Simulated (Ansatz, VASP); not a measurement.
**Two plane-wave programs on Pd**

Contents of INCAR:

```
SYSTEM = Pd
ALGO = Normal
EDIFF = 1E-6
ENCUT = 500
GGA = CA
GGA_COMPAT = .False.
ISIF = 2
ISMEAR = 1
LASPH = .True.
LCHARG = .False.
LREAL = .False.
LWAVE = .False.
NBANDS = 11
NELM = 120
PREC = Accurate
SIGMA = 0.15
```

File KPOINTS:

```
k-points
0
Gamma
  11 11 11
  0 0 0
```

POSCAR

```
Pd
1.0
    0.0000000000      1.9405000000      1.9405000000
    1.9405000000      0.0000000000      1.9405000000
    1.9405000000      1.9405000000      0.0000000000
Pd
1
Direct
    0.0000000000      0.0000000000      0.0000000000
```

Input for Ansatz:

```yaml
crystal:
  lattice:
    - [0.0, 1.9405, 1.9405]
    - [1.9405, 0.0, 1.9405]
    - [1.9405, 1.9405, 0.0]
  atoms:
    - { symbol: Pd, position: [0.0, 0.0, 0.0] }
hamiltonian:
  xc: lda
  pseudopotentials: { kind: paw }
basis:
  ecutwfc: 420
kpoints:
  mp_grid: { grid: [11, 11, 11] }
scf:
  occupations: { method: methfessel_paxton, width: 0.15 }
  lower_state_search: "off"
  max_iter: 100
output:
  forces: true
  stress: true
```

Alike in both runs: task single point; functional LDA; k mesh 11 × 11 × 11; occupations methfessel-paxton of order 1, width 0.15 eV; no spin polarisation.

```csv
,VASP,Ansatz
version,VASP 6.6.1,Ansatz 0.2.0
potentials or method,"VASP PAW LDA potentials, release 64 (Pd), cutoff 500 eV","PAW, plane waves, scalar-relativistic"
valence electrons in the cell,10,18
```

```csv
,VASP,Ansatz,Ansatz less VASP
pressure (GPa),-6.1,-6.4,-0.31
```

LDA's correlation is that of Perdew and Zunger in VASP and of Perdew and Wang (1992) in Ansatz. VASP's potentials hold 10 valence electrons a cell and Ansatz's 18, so a difference there can come from the potentials and not from the codes.
